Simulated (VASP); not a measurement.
The system is Ge2Sb2O.

```xyz
5
Lattice="4.9106 0.0000 0.0000 -2.4553 4.2527 0.0000 0.0000 0.0000 5.3576" Properties=species:S:1:pos:R:3 pbc="T T T"
Ge    0.0000    2.8351    0.0000
Ge    2.4553    1.4176    0.0000
Sb    0.0000    2.8351    2.6788
Sb    2.4553    1.4176    2.6788
O     0.0000    0.0000    0.0000
```

The cell was generated, and may not be a known phase.

- Program: VASP 6.6.1
- Task: relaxation of cell and atoms
- Functional: PBE
- Potentials or basis: VASP PAW PBE potentials, release 64 (Ge_d, Sb, O)
- Cutoff: 600 eV
- k mesh: 6 × 6 × 4
- Occupations: gaussian, width 0.1 eV
- Spin: no spin polarisation

At the start: pressure 2.8 GPa; volume 22.38 Å³/atom.

Q: How do energy, volume and symmetry change on relaxing?

A: Over 5 steps the energy falls by 65.5 meV/atom and the volume is 23.35 Å³/atom (+4.3 %); space group P6/mmm (No. 191, to 0.1 Å) before and after.

Step by step:
```tsv
step	energy change (eV)	largest force (eV/Å)	pressure (GPa)	volume (Å³)
1	0.0000	0.0000	2.82	111.88
2	-0.3218	0.0000	-0.54	118.00
3	-0.3271	0.0000	-0.25	117.21
4	-0.3272	0.0000	-0.27	117.31
5	-0.3275	0.0000	-0.02	116.73
```

Final structure:
```cif
data_structure
_symmetry_space_group_name_H-M 'P 1'
_symmetry_Int_Tables_number 1
_cell_length_a 4.8364
_cell_length_b 4.8364
_cell_length_c 5.7626
_cell_angle_alpha 90.000
_cell_angle_beta 90.000
_cell_angle_gamma 120.000
_cell_volume 116.73
loop_
_atom_site_label
_atom_site_type_symbol
_atom_site_fract_x
_atom_site_fract_y
_atom_site_fract_z
_atom_site_occupancy
Ge1 Ge 0.33333 0.66667 0.00000 1
Ge2 Ge 0.66667 0.33333 0.00000 1
Sb1 Sb 0.33333 0.66667 0.50000 1
Sb2 Sb 0.66667 0.33333 0.50000 1
O1 O 0.00000 0.00000 0.00000 1
```
